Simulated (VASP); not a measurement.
# BN (Amm2) in VASP: further runs

The runs below take BN through single point, with LDA.

Everything below comes from runs of VASP 6.6.1. Logs are shortened: lines on timing, memory, paths and dates and some standing lists are left out, and cuts for length are marked.

## Step 1: The cell of the first run

Symmetry: Amm2, No. 38, orthorhombic system. The conventional cell has a = 6.661 Å, b = 2.504 Å, c = 4.337 Å, α = 90.00°, β = 90.00°, γ = 90.00°. B (site symmetry mm2) has 3 N at 1.39 to 1.57 Å within 1.9 Å. Within 1.8 Å of B (site symmetry mm2) lie 3 N at 1.32 to 1.51 Å. N (site symmetry mm2) has 3 B at 1.32 to 1.51 Å within 1.8 Å. Within 1.9 Å of N (site symmetry mm2) lie 3 B at 1.39 to 1.57 Å.

## Step 2: Single point, LDA

The input, INCAR:

```
PREC = Accurate ; ENCUT = 520
EDIFF = 1E-7 ; ISMEAR = 0
SIGMA = 0.05 ; LREAL = F
LASPH = T ; NELM = 100
ALGO = Normal ; ISIF = 2
LWAVE = F ; LCHARG = T
LELF = T ; LVHAR = T
NBANDS = 16
```

The input, KPOINTS:

```
regular mesh
0
Gamma
  12 12 4
```

The input, POSCAR:

```
BN
1.0
    2.5039917043      0.0000000000      0.0000000000
   -1.2519958522      2.1685204268      0.0000000000
    0.0000000000      0.0000000000      6.6612000000
B N
2 2
Direct
    0.3333333333      0.6666666667      0.2500000000
    0.6666666667      0.3333333333      0.7500000000
    0.2756903439      0.6378451720      0.7500000000
    0.6090236773      0.3045118386      0.2500000000
```

Potentials or basis: VASP PAW LDA potentials, release 64 (B, N).

On the command line:

```console
> cat potpaw_LDA.64/B/POTCAR potpaw_LDA.64/N/POTCAR > POTCAR
> mpirun -np 1 vasp_std > vasp.out
```

OUTCAR:

```text
PREC = Accurate
   ENCUT = 520
   EDIFF = 1E-7
   ISMEAR = 0
   LREAL = F
   LASPH = T
   NELM = 100
   ISIF = 2

 ion  position               nearest neighbor table
   1  0.333  0.667  0.250-   4 1.39   4 1.39   4 1.57
   2  0.667  0.333  0.750-   3 1.32   3 1.51   3 1.51
   3  0.276  0.638  0.750-   2 1.32   2 1.51   2 1.51
   4  0.609  0.305  0.250-   1 1.39   1 1.39   1 1.57

  LATTYP: Found a hexagonal cell.
 ALAT       =     2.5039917043
 C/A-ratio  =     2.6602324555

  Lattice vectors:

 A1 = (   2.5039917043,   0.0000000000,   0.0000000000)
 A2 = (  -1.2519958522,   2.1685204268,   0.0000000000)
 A3 = (   0.0000000000,   0.0000000000,   6.6612000000)

Analysis of symmetry for initial positions (statically):
=====================================================================
 Subroutine PRICEL returns:
 Original cell was already a primitive cell.

 Routine SETGRP: Setting up the symmetry group for a
 hexagonal supercell.

 Subroutine GETGRP returns: Found  4 space group operations
 (whereof  2 operations were pure point group operations)
 out of a pool of 24 trial point group operations.

The static configuration has the point symmetry C_1h.
 The point group associated with its full space group is C_2v.

Analysis of symmetry for dynamics (positions and initial velocities):
=====================================================================
 Subroutine PRICEL returns:
 Original cell was already a primitive cell.

 Routine SETGRP: Setting up the symmetry group for a
 hexagonal supercell.

 Subroutine GETGRP returns: Found  4 space group operations
 (whereof  2 operations were pure point group operations)
 out of a pool of 24 trial point group operations.

The dynamic configuration has the point symmetry C_1h.
 The point group associated with its full space group is C_2v.

 Subroutine INISYM returns: Found  4 space group operations
 (whereof  2 operations are pure point group operations),
 and found     1 'primitive' translations

----------------------------------------------------------------------------------------

                                     Primitive cell

  volume of cell :      36.1700

  direct lattice vectors                    reciprocal lattice vectors
     2.503991704  0.000000000  0.000000000     0.399362345  0.230571958  0.000000000
    -1.251995852  2.168520427  0.000000000     0.000000000  0.461143915  0.000000000
     0.000000000  0.000000000  6.661200000     0.000000000  0.000000000  0.150123101

  length of vectors
[... 83 lines left out ...]
   LASPH  =      T    aspherical Exc in radial PAW
   ENCUT  =  520.0 eV  38.22 Ry    6.18 a.u.   4.66  4.66 12.39*2*pi/ulx,y,z
   NELM   =    100;   NELMIN=  2; NELMDL= -5     # of ELM steps
   EDIFF  = 0.1E-06   stopping-criterion for ELM
   LREAL  =      F    real-space projection
   EDIFFG = 0.1E-05   stopping-criterion for IOM
   NSW    =      0    number of steps for IOM
   IBRION =     -1    ionic relax: 0-MD 1-quasi-New 2-CG
   NFREE  =      0    steps in history (QN), initial steepest desc. (CG)
   ISIF   =      2    stress and relaxation
   ISYM   =      2    0-nonsym 1-usesym 2-fastsym
   POTIM  = 0.5000    time-step for ionic-motion
   TEBEG  =    0.0;   TEEND  =   0.0 temperature during run
   PSTRESS=    0.0 pullay stress
   NELECT =      16.0000    total number of electrons
   NUPDOWN=      -1.0000    fix difference up-down
   EMIN   =  10.00;   EMAX   =-10.00  energy-range for DOS
   EFERMI =   0.00;   METHOD = LEGACY
   ISMEAR =     0;   SIGMA  =   0.05  broadening in eV -4-tet -1-fermi 0-gaus
   EFERMI_NEDOS =   21; number of points for ismear=-14 and -15
   IALGO  =     38    algorithm
   IMIX   =      4    mixing-type and parameters
     AMIX     =   0.40;   BMIX     =  1.00
     AMIX_MAG =   1.60;   BMIX_MAG =  1.00
  volume/ion in A,a.u.               =       9.04        61.02
  Fermi-wavevector in a.u.,A,eV,Ry     =   1.247379  2.357205 21.170055  1.555955
  Thomas-Fermi vector in A             =   2.381514
   LORBIT       =      0    0 simple, 1 ext, 2 COOP (PROOUT), +10 PAW based schemes
   GGA     = CA    functional components
   LHFCALC =     F    Hartree Fock is set to
   AEXX    =    0.0000 exact exchange contribution
   IVDW    =     0    specifies the selected vdW correction
   LEPSILON=     F    determine dielectric tensor
   LRPA    =     F    only Hartree local field effects (RPA)
 non-spin polarized calculation
 Gauss-broadening in eV      SIGMA  =   0.05
  energy-cutoff  :      520.00
  volume of cell :       36.17
 maximum number of plane-waves:       992
   NGX =  9   NGY =  9   NGZ = 25

 number of electron      16.0000002 magnetization

 Free energy of the ion-electron system (eV)
  ---------------------------------------------------
  ext. energy  EPLUGINS =         0.00000000
  ---------------------------------------------------
  free energy    TOTEN  =       -37.92980765 eV

  energy without entropy =      -37.92980765  energy(sigma->0) =      -37.92980765

 E-fermi :   2.4923     XC(G=0): -10.4929

 val. band max:        2.2357947750   @ k =   0.0000   0.0000   0.5000
 cond. band min:       5.8854265877   @ k =   0.5000   0.0000   0.2500
 fundamental gap:      3.6496318127
 Fermi energy:         2.4923364719

 k-point     1 :       0.0000    0.0000    0.0000
  band No.  band energies     occupation
      1     -15.4862      2.00000
      2     -15.1797      2.00000
      3      -4.2361      2.00000
      4      -2.0683      2.00000
      5      -0.6684      2.00000
      6      -0.5865      2.00000
[... 433 lines left out ...]
      3      -5.7107      2.00000
      4      -5.3479      2.00000
      5      -2.2154      2.00000
      6      -1.5881      2.00000
[... 8 lines left out ...]
     15      17.0811      0.00000
     16      20.5901      0.00000

 [... further k-points ...]
[... 5 lines left out ...]
  --------------------------------------------------------------------------------------
  -------------------------------------------------------------------------------------
  Total        0.9774978      0.3830404     -0.1900703      0.5148152      0.0000000      0.0000000
  in kB       43.2989609     16.9670464     -8.4193017     22.8041069      0.0000000      0.0000000
  external PRESSURE =      17.2822352 kB  Pullay stress =       0.0000000 kB

 VOLUME and BASIS-vectors are now :
 -----------------------------------------------------------------------------
  energy-cutoff  :      520.00
  volume of cell :       36.17
      direct lattice vectors                 reciprocal lattice vectors
     2.503991704  0.000000000  0.000000000     0.399362345  0.230571958  0.000000000
    -1.251995852  2.168520427  0.000000000     0.000000000  0.461143915  0.000000000
     0.000000000  0.000000000  6.661200000     0.000000000  0.000000000  0.150123101

 POSITION                                       TOTAL-FORCE (eV/Angst)
 -----------------------------------------------------------------------------------
     -0.00000      1.44568      1.66530        -3.584339     -2.069419      0.000000
      1.25200      0.72284      4.99590        -5.374913     -3.103208      0.000000
     -0.10825      1.38318      4.99590         5.377251      3.104557      0.000000
      1.14374      0.66034      1.66530         3.582001      2.068069      0.000000
 -----------------------------------------------------------------------------------
    total drift:                                0.000094      0.000053     -0.000000

  FREE ENERGIE OF THE ION-ELECTRON SYSTEM (eV)
  ---------------------------------------------------
  free  energy   TOTEN  =       -37.9298076458 eV

  energy  without entropy=      -37.9298076458  energy(sigma->0) =      -37.92980765
```

It took 48 s on 1 thread of Intel Xeon 6975P-C, shared host; peak memory 0.18 GiB.

What came out:

| Property | Result |
| --- | --- |
| Free energy | -37.9298 eV |
| Pressure | 1.7 GPa |
| Largest force | 6.209 eV/Å |
| Band gap on the k mesh | 3.65 eV, indirect (least direct gap 4.17 eV) |

Forces on the atoms (eV/Å):
```
B   -3.584 -2.069  0.000
B   -5.375 -3.103  0.000
N    5.377  3.105  0.000
N    3.582  2.068  0.000
```

Stress tensor (GPa, compression positive):
```
 4.33  2.28  0.00
 2.28  1.70  0.00
 0.00  0.00 -0.84
```

Levels at points of the mesh, in eV from the valence-band top:
| k point | band 5 | band 6 | band 7 | band 8 | band 9 | band 10 | band 11 | band 12 |
| --- | --- | --- | --- | --- | --- | --- | --- | --- |
| (0.00, 0.00, 0.00) | -2.90 | -2.82 | -0.06 | 0.00 | 4.78 | 9.47 | 9.57 | 9.87 |
| (0.50, 0.00, 0.00) | -5.09 | -3.60 | -1.80 | -0.50 | 3.66 | 5.90 | 9.30 | 9.94 |
| (0.00, 0.50, 0.00) | -4.46 | -3.73 | -1.70 | -0.58 | 3.85 | 5.59 | 8.93 | 9.34 |
| (0.00, 0.00, 0.50) | -2.90 | -2.82 | -0.06 | 0.00 | 7.13 | 7.16 | 9.54 | 9.57 |
| (0.50, 0.00, 0.50) | -5.09 | -3.60 | -1.56 | -0.69 | 3.65 | 5.41 | 9.64 | 10.01 |
| (0.00, 0.50, 0.50) | -4.46 | -3.74 | -1.36 | -0.89 | 4.02 | 4.95 | 9.22 | 9.37 |

Caveat: the cell differs from its parent crystal (all N atoms moved +0.125 Å, as atom 3 towards its neighbour atom 2 (B) at 1.446 Å); forces of over 1 eV/Å act on the atoms, so gaps and moduli don't describe the material at rest. A k mesh can miss the band edges.

## Step 3: Single point, LDA

The input, INCAR:

```
SYSTEM = BN
PREC = Accurate ; ENCUT = 520
EDIFF = 1E-6 ; ISMEAR = 0
SIGMA = 0.05 ; LREAL = .FALSE.
LASPH = .TRUE. ; NELM = 60
ALGO = Normal ; ISIF = 2
LWAVE = .FALSE. ; LCHARG = .FALSE.
GGA = CA ; NBANDS = 16
```

The input, KPOINTS:

```
regular mesh
0
G
  12 12 4
  0 0 0
```

POSCAR, as its differences from that of step 2:

```diff
@@ -10,3 +10,3 @@
     0.6666666667      0.3333333333      0.7500000000
-    0.2756903439      0.6378451720      0.7500000000
-    0.6090236773      0.3045118386      0.2500000000
+    0.3045118386      0.6522559193      0.7500000000
+    0.6378451720      0.3189225860      0.2500000000
```

Potentials or basis: VASP PAW LDA potentials, release 64 (B, N).

On the command line:

```console
> cat potpaw_LDA.64/B/POTCAR potpaw_LDA.64/N/POTCAR > POTCAR
> mpirun -np 1 vasp_std > vasp.out
```

It took 42 s on 1 thread of Intel Xeon 6975P-C, shared host; peak memory 0.18 GiB.

It converged, with:

| Item | Value |
| --- | --- |
| Free energy | -38.4122 eV |
| Pressure | -2.7 GPa |
| Largest force | 2.810 eV/Å |
| Band gap on the k mesh | 4.00 eV, indirect (least direct gap 4.39 eV) |

Forces on the atoms (eV/Å):
```
B   -2.003 -1.156  0.000
B   -2.432 -1.404  0.000
N    2.433  1.405  0.000
N    2.002  1.156  0.000
```

Stress tensor (GPa, compression positive):
```
-3.34  0.52  0.00
 0.52 -3.93  0.00
 0.00  0.00 -0.81
```

Levels at points of the mesh, in eV from the valence-band top:
```
           k point  band 6  band 7  band 8  band 9  band 10  band 11
(0.00, 0.00, 0.00)   -2.02   -0.59   -0.58    4.93    10.01    10.51
(0.50, 0.00, 0.00)   -3.76   -1.51   -0.40    4.00     5.68     9.47
(0.00, 0.50, 0.00)   -3.88   -1.48   -0.42    4.07     5.58     9.38
(0.00, 0.00, 0.50)   -2.02   -0.59   -0.58    7.32     7.33    10.53
(0.50, 0.00, 0.50)   -3.76   -1.16   -0.70    4.15     5.05     9.83
(0.00, 0.50, 0.50)   -3.88   -1.05   -0.82    4.36     4.82     9.75
```

Caveat: the cell differs from its parent crystal (all N atoms moved +0.062 Å, as atom 3 towards its neighbour atom 2 (B) at 1.446 Å); forces of over 1 eV/Å act on the atoms, so gaps and moduli don't describe the material at rest. A k mesh can miss the band edges.
